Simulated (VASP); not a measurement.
# Zr2Ge2W (P6/mmm) in VASP: single point with PBE

Aim: the single point of Zr2Ge2W with PBE.

Everything below comes from runs of VASP 6.6.1. Logs are shortened: lines on timing, memory, paths and dates and some standing lists are left out, and cuts for length are marked.

## (1) The cell of the first run

Symmetry: P6/mmm, No. 191, hexagonal system. Conventional cell: a = 4.961 Å, b = 4.961 Å, c = 5.488 Å, α = 90.00°, β = 90.00°, γ = 120.00°. Zr (site symmetry -6m2) has 2 Ge at 2.74 Å and 3 W at 2.86 Å and 3 Zr at 2.86 Å within 3.6 Å. Ge (site symmetry -6m2) has 2 Zr at 2.74 Å and 3 Ge at 2.86 Å within 3.6 Å. Within 3.8 Å of W (site symmetry 6/mmm) lie 6 Zr at 2.86 Å.

The cell was generated, and may not be a known phase.

## (2) Single point, PBE

File INCAR:

```
PREC = Accurate
ENCUT = 620
EDIFF = 1E-6
ISMEAR = 0
SIGMA = 0.1
LREAL = False
LASPH = True
NELM = 300
ALGO = All
ISIF = 2
LWAVE = False
LCHARG = False
GGA = PE
NBANDS = 41
GGA_COMPAT = False
ISEARCH = 1
KPAR = 4
```

File KPOINTS:

```
regular mesh
0
Gamma
  12 12 8
```

File POSCAR:

```
Zr2Ge2W
1.0
    4.9610771047      0.0000000000      0.0000000000
   -2.4805385523      4.2964188028      0.0000000000
    0.0000000000      0.0000000000      5.4877126040
Zr Ge W
2 2 1
Direct
    0.3333333333      0.6666666667      0.0000000000
    0.6666666667      0.3333333333      0.0000000000
    0.3333333333      0.6666666667      0.5000000000
    0.6666666667      0.3333333333      0.5000000000
    0.0000000000      0.0000000000      0.0000000000
```

Potentials or basis: VASP PAW PBE potentials, release 64 (Zr_sv, Ge_d, W_sv).

Run with:

```sh
> cat potpaw_PBE.64/Zr_sv/POTCAR potpaw_PBE.64/Ge_d/POTCAR potpaw_PBE.64/W_sv/POTCAR > POTCAR
> mpirun -np 4 vasp_std > vasp.out
```

OUTCAR:

```text
PREC = Accurate
   ENCUT = 620
   EDIFF = 1E-6
   ISMEAR = 0
   LREAL = False
   LASPH = True
   NELM = 300
   ISIF = 2
   GGA = PE

 ion  position               nearest neighbor table
   1  0.333  0.667  0.000-   3 2.74   3 2.74   5 2.86   2 2.86   2 2.86   5 2.86   5 2.86   2 2.86

   2  0.667  0.333  0.000-   4 2.74   4 2.74   5 2.86   1 2.86   1 2.86   5 2.86   5 2.86   1 2.86

   3  0.333  0.667  0.500-   1 2.74   1 2.74   4 2.86   4 2.86   4 2.86
   4  0.667  0.333  0.500-   2 2.74   2 2.74   3 2.86   3 2.86   3 2.86
   5  0.000  0.000  0.000-   1 2.86   2 2.86   1 2.86   2 2.86   2 2.86   1 2.86

  LATTYP: Found a hexagonal cell.
 ALAT       =     4.9610771047
 C/A-ratio  =     1.1061534599

  Lattice vectors:

 A1 = (   4.9610771047,   0.0000000000,   0.0000000000)
 A2 = (  -2.4805385523,   4.2964188028,   0.0000000000)
 A3 = (   0.0000000000,   0.0000000000,   5.4877126040)

Analysis of symmetry for initial positions (statically):
=====================================================================
 Subroutine PRICEL returns:
 Original cell was already a primitive cell.

 Routine SETGRP: Setting up the symmetry group for a
 hexagonal supercell.

 Subroutine GETGRP returns: Found 24 space group operations
 (whereof 24 operations were pure point group operations)
 out of a pool of 24 trial point group operations.

The static configuration has the point symmetry D_6h.

Analysis of symmetry for dynamics (positions and initial velocities):
=====================================================================
 Subroutine PRICEL returns:
 Original cell was already a primitive cell.

 Routine SETGRP: Setting up the symmetry group for a
 hexagonal supercell.

 Subroutine GETGRP returns: Found 24 space group operations
 (whereof 24 operations were pure point group operations)
 out of a pool of 24 trial point group operations.

The dynamic configuration has the point symmetry D_6h.

 Subroutine INISYM returns: Found 24 space group operations
 (whereof 24 operations are pure point group operations),
 and found     1 'primitive' translations

----------------------------------------------------------------------------------------

                                     Primitive cell

  volume of cell :     116.9699

  direct lattice vectors                    reciprocal lattice vectors
     4.961077105  0.000000000  0.000000000     0.201569131  0.116375992  0.000000000
    -2.480538552  4.296418803  0.000000000     0.000000000  0.232751984  0.000000000
     0.000000000  0.000000000  5.487712604     0.000000000  0.000000000  0.182225286

  length of vectors
     4.961077105  4.961077105  5.487712604     0.232751984  0.232751984  0.182225286

  position of ions in fractional coordinates (direct lattice)
     0.333333333  0.666666667  0.000000000
     0.666666667  0.333333333  0.000000000
     0.333333333  0.666666667  0.500000000
     0.666666667  0.333333333  0.500000000
     0.000000000  0.000000000  0.000000000

  ion indices of the primitive-cell ions
   primitive index   ion index
                 1           1
                 2           2
                 3           3
                 4           4
                 5           5

----------------------------------------------------------------------------------------

 KPOINTS: regular mesh

Automatic generation of k-mesh.
 Grid dimensions read from file:
 generate k-points for:   12   12    8

 Generating k-lattice:

  Cartesian coordinates                     Fractional coordinates (reciprocal lattice)
     0.016797428  0.009697999  0.000000000     0.083333333  0.000000000  0.000000000
     0.000000000  0.019395999  0.000000000     0.000000000  0.083333333  0.000000000
     0.000000000  0.000000000  0.022778161     0.000000000  0.000000000  0.125000000

  Length of vectors
     0.019395999  0.019395999  0.022778161

  Shift w.r.t. Gamma in fractional coordinates (k-lattice)
     0.000000000  0.000000000  0.000000000

 Subroutine IBZKPT returns following result:
 ===========================================

 Found     95 irreducible k-points:

 Following reciprocal coordinates:
            Coordinates               Weight
  0.000000  0.000000  0.000000      1.000000
  0.083333  0.000000  0.000000      6.000000
  0.166667  0.000000  0.000000      6.000000
  0.250000  0.000000  0.000000      6.000000
  0.333333  0.000000  0.000000      6.000000
  0.416667  0.000000  0.000000      6.000000
[... 16 lines left out ...]
  0.250000  0.000000  0.125000     12.000000
  0.333333  0.000000  0.125000     12.000000
 [... further k-points ...]
   k-points           NKPTS =     95   k-points in BZ     NKDIM =     95   number of bands    NBANDS=     41
   number of dos      NEDOS =    301   number of ions     NIONS =      5
   total plane-waves  NPLWV =  76800
   dimension x,y,z NGX =    40 NGY =   40 NGZ =   48
   dimension x,y,z NGXF=    80 NGYF=   80 NGZF=   96
   ions per type =               2   2   1
   NGX,Y,Z   is equivalent  to a cutoff of  13.40, 13.40, 14.54 a.u.
   NGXF,Y,Z  is equivalent  to a cutoff of  26.81, 26.81, 29.08 a.u.
 SYSTEM =  unknown system
   PREC   = accura    normal or accurate (medium, high low for compatibility)
   ISTART =      0    job   : 0-new  1-cont  2-samecut
   ICHARG =      2    charge: 1-file 2-atom 10-const
   ISPIN  =      1    spin polarized calculation?
   LNONCOLLINEAR =      F non collinear calculations
   LSORBIT =      F    spin-orbit coupling
   LASPH  =      T    aspherical Exc in radial PAW
   ENCUT  =  620.0 eV  45.57 Ry    6.75 a.u.  10.07 10.07 11.14*2*pi/ulx,y,z
   NELM   =    300;   NELMIN=  2; NELMDL= -5     # of ELM steps
   EDIFF  = 0.1E-05   stopping-criterion for ELM
   LREAL  =      F    real-space projection
   EDIFFG = 0.1E-04   stopping-criterion for IOM
   NSW    =      0    number of steps for IOM
   IBRION =     -1    ionic relax: 0-MD 1-quasi-New 2-CG
   NFREE  =      0    steps in history (QN), initial steepest desc. (CG)
   ISIF   =      2    stress and relaxation
   ISYM   =      2    0-nonsym 1-usesym 2-fastsym
   POTIM  = 0.5000    time-step for ionic-motion
   TEBEG  =    0.0;   TEEND  =   0.0 temperature during run
   PSTRESS=    0.0 pullay stress
   NELECT =      66.0000    total number of electrons
   NUPDOWN=      -1.0000    fix difference up-down
   EMIN   =  10.00;   EMAX   =-10.00  energy-range for DOS
   EFERMI =   0.00;   METHOD = LEGACY
   ISMEAR =     0;   SIGMA  =   0.10  broadening in eV -4-tet -1-fermi 0-gaus
   EFERMI_NEDOS =   21; number of points for ismear=-14 and -15
   IALGO  =     58    algorithm
   IMIX   =      4    mixing-type and parameters
     AMIX     =   0.40;   BMIX     =  1.00
     AMIX_MAG =   1.60;   BMIX_MAG =  1.00
  volume/ion in A,a.u.               =      23.39       157.87
  Fermi-wavevector in a.u.,A,eV,Ry     =   1.352793  2.556409 24.899344  1.830050
  Thomas-Fermi vector in A             =   2.480103
   LORBIT       =      0    0 simple, 1 ext, 2 COOP (PROOUT), +10 PAW based schemes
   GGA     = PE    functional components
   LHFCALC =     F    Hartree Fock is set to
   AEXX    =    0.0000 exact exchange contribution
   IVDW    =     0    specifies the selected vdW correction
   LEPSILON=     F    determine dielectric tensor
   LRPA    =     F    only Hartree local field effects (RPA)
 non-spin polarized calculation
 Gauss-broadening in eV      SIGMA  =   0.10
  energy-cutoff  :      620.00
  volume of cell :      116.97
 maximum number of plane-waves:      4128
   NGX = 21   NGY = 21   NGZ = 23

 number of electron      66.0000005 magnetization

 Free energy of the ion-electron system (eV)
  ---------------------------------------------------
  ext. energy  EPLUGINS =         0.00000000
  ---------------------------------------------------
  free energy    TOTEN  =       -34.56539056 eV

  energy without entropy =      -34.52648676  energy(sigma->0) =      -34.54593866

 E-fermi :   6.4883     XC(G=0): -10.6161

 val. band max:        6.4830502273   @ k =   0.3333   0.0833   0.2500
 cond. band min:       6.4950058229   @ k =   0.1667   0.1667   0.2500
 fundamental gap:      0.0119555955
 Fermi energy:         6.4882570675

 k-point     1 :       0.0000    0.0000    0.0000
  band No.  band energies     occupation
      1     -67.3396      2.00000
      2     -42.0032      2.00000
      3     -41.7511      2.00000
      4     -31.7551      2.00000
      5     -31.4478      2.00000
      6     -31.4478      2.00000
[... 33 lines left out ...]
     40       8.8288      0.00000
     41       9.2448      0.00000

 k-point     2 :       0.0833    0.0000    0.0000
  band No.  band energies     occupation
      1     -67.3396      2.00000
      2     -41.9997      2.00000
      3     -41.7550      2.00000
      4     -31.7551      2.00000
      5     -31.4479      2.00000
      6     -31.4469      2.00000
[... 33 lines left out ...]
     40       8.8388      0.00000
     41       9.4853      0.00000

 k-point     3 :       0.1667    0.0000    0.0000
  band No.  band energies     occupation
      1     -67.3396      2.00000
      2     -41.9893      2.00000
      3     -41.7664      2.00000
      4     -31.7550      2.00000
      5     -31.4484      2.00000
      6     -31.4446      2.00000
[... 33 lines left out ...]
     40       8.8023      0.00000
     41       8.9329      0.00000

 k-point     4 :       0.2500    0.0000    0.0000
  band No.  band energies     occupation
      1     -67.3396      2.00000
      2     -41.9730      2.00000
      3     -41.7841      2.00000
      4     -31.7549      2.00000
      5     -31.4491      2.00000
      6     -31.4414      2.00000
[... 825 lines left out ...]
     40       8.4182      0.00000
     41       9.1371      0.00000

 k-point    23 :       0.2500    0.0000    0.1250
  band No.  band energies     occupation
      1     -67.3396      2.00000
      2     -41.9730      2.00000
      3     -41.7840      2.00000
      4     -31.7549      2.00000
      5     -31.4491      2.00000
      6     -31.4414      2.00000
[... 33 lines left out ...]
     40       8.7764      0.00000
     41       9.0698      0.00000

 k-point    24 :       0.3333    0.0000    0.1250
  band No.  band energies     occupation
      1     -67.3396      2.00000
      2     -41.9528      2.00000
      3     -41.8057      2.00000
      4     -31.7548      2.00000
      5     -31.4498      2.00000
      6     -31.4380      2.00000
[... 33 lines left out ...]
     40       9.0044      0.00000
     41       9.8611      0.00000

 [... further k-points ...]

------------------------ aborting loop because EDIFF is reached ----------------------------------------

  FORCE on cell =-STRESS in cart. coord.  units (eV):
  Direction    XX          YY          ZZ          XY          YZ          ZX
  --------------------------------------------------------------------------------------
  -------------------------------------------------------------------------------------
  Total        0.0613793      0.0613793      0.0318757      0.0000000      0.0000000      0.0000000
  in kB        0.8407340      0.8407340      0.4366123      0.0000000      0.0000000      0.0000000
  external PRESSURE =       0.7060267 kB  Pullay stress =       0.0000000 kB

 VOLUME and BASIS-vectors are now :
 -----------------------------------------------------------------------------
  energy-cutoff  :      620.00
  volume of cell :      116.97
      direct lattice vectors                 reciprocal lattice vectors
     4.961077105  0.000000000  0.000000000     0.201569131  0.116375992  0.000000000
    -2.480538552  4.296418803  0.000000000     0.000000000  0.232751984  0.000000000
     0.000000000  0.000000000  5.487712604     0.000000000  0.000000000  0.182225286

 POSITION                                       TOTAL-FORCE (eV/Angst)
 -----------------------------------------------------------------------------------
     -0.00000      2.86428      0.00000         0.000000      0.000000      0.000000
      2.48054      1.43214      0.00000        -0.000000     -0.000000      0.000000
     -0.00000      2.86428      2.74386        -0.000000      0.000000     -0.000000
      2.48054      1.43214      2.74386         0.000000      0.000000      0.000000
      0.00000      0.00000      0.00000         0.000000      0.000000      0.000000
 -----------------------------------------------------------------------------------
    total drift:                                0.000000     -0.000000     -0.000000

  FREE ENERGIE OF THE ION-ELECTRON SYSTEM (eV)
  ---------------------------------------------------
  free  energy   TOTEN  =       -34.5653905595 eV

  energy  without entropy=      -34.5264871683  energy(sigma->0) =      -34.54593886
```

It took 4.9 min on 4 MPI ranks of AMD EPYC 7R43 (Zen 3), shared host; peak memory 1.1 GiB.

What came out:

| Property | Result |
| --- | --- |
| Free energy | -34.5654 eV |
| Pressure | 0.1 GPa |
| Band gap on the k mesh | zero (bands 33 and 34 overlap by 1.05 eV) |

Caveat: spin-orbit coupling is left out, which moves the levels of the heavy elements.
